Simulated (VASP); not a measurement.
Write the native input for VASP 6.6.1 that does the following.

```
Task                   : single point
Functional             : LDA
Potentials or basis    : VASP PAW LDA potentials, release 64 (Sb)
Cutoff                 : 520 eV
k mesh                 : 13 × 13 × 9
Occupations            : fermi-dirac, width 0.1 eV
Spin                   : no spin polarisation
Dipole correction      : no
Further INCAR settings : ALGO = Normal; EDIFF = 1e-06; NBANDS = 12
```

The structure of Sb lies in POSCAR:

```
Sb
1.0
   -3.0209306407      3.0228868247      1.6138953384
    3.0228868247     -3.0209306407      1.6138953384
    3.0564189140      3.0564189140     -1.6103125838
Sb
2
Direct
    0.9999743445      0.0000256555      0.0000000000
    0.7500256555      0.2499743445      0.5000000000
```

This cell differs from its parent crystal: volume scaled by 1.08.

These files were run (other wordings do the same):

INCAR

```
SYSTEM = Sb
PREC = Accurate
ENCUT = 520
EDIFF = 1E-6
ISMEAR = -1
SIGMA = 0.1
LREAL = .FALSE.
LASPH = .TRUE.
NELM = 80
ALGO = Normal
ISIF = 2
LWAVE = .FALSE.
LCHARG = .TRUE.
GGA = CA
LELF = .TRUE.
LVHAR = .TRUE.
NBANDS = 12
```

KPOINTS

```
Automatic mesh
0
G
  13 13 9
  0 0 0
```

Potentials or basis: VASP PAW LDA potentials, release 64 (Sb).

Launch:

```console
$ cat potpaw_LDA.64/Sb/POTCAR > POTCAR
$ mpirun -np 1 vasp_std > vasp.out
```

It gave:

```
Pressure               : -4.1 GPa
Band gap on the k mesh : zero (band 5 reaches 10.35 eV, above the bottom of band 6 at 4.90 eV)
```

Caveat: spin-orbit coupling is left out, which moves the levels of the heavy elements.

Wall time 97 s on 1 thread of Intel(R) Xeon(R) 6975P-C (Granite Rapids), with other jobs on the host, peak memory 0.36 GiB.
